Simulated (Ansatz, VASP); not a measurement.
**MgO2 in VASP and in Ansatz**

```
Mg O
1.0
     1.60476    0.92651    3.44157
    -1.60476    0.92651    3.44157
     0.00000   -1.85302    3.44157
Mg O
1 2
Direct
  0.00000 0.00000 0.00000
  0.42879 0.42879 0.42879
  0.57121 0.57121 0.57121
```

Change from the starting cell: strain +0.000 along x and y, -0.015 along z, atoms carried along.

Alike in both runs: task single point; functional r2SCAN; k mesh 12 × 12 × 12; occupations gaussian, width 0.05 eV; no spin polarisation.

|  | VASP | Ansatz |
| --- | --- | --- |
| version | VASP 6.6.1 | Ansatz 0.2.0 |
| potentials or method | VASP PAW PBE potentials, release 64 (Mg, O), cutoff 520 eV | scalar-relativistic, plane waves, PAW |
| valence electrons in the cell | 14 | 22 |

|  | VASP | Ansatz | Ansatz less VASP |
| --- | --- | --- | --- |
| gap on the k mesh at the Fermi level (eV) | 3.24 | 3.28 | +0.033 |
| least direct gap on the mesh (eV) | 3.24 | 3.28 | +0.033 |
| pressure (GPa) | -2.9 | -2.6 | +0.29 |
| traceless stress, the component that is largest in VASP (GPa) | 5.63 | 3.99 | -1.646 |
| rms of the force components (eV/Å) | 0.238 | 0.099 | -0.1393 |

VASP's potentials were made for PBE, not for r2SCAN. Atom by atom the forces differ by 0.139 eV/Å (rms over components). VASP's potentials hold 14 valence electrons a cell and Ansatz's 22, so a difference there can come from the potentials and not from the codes.
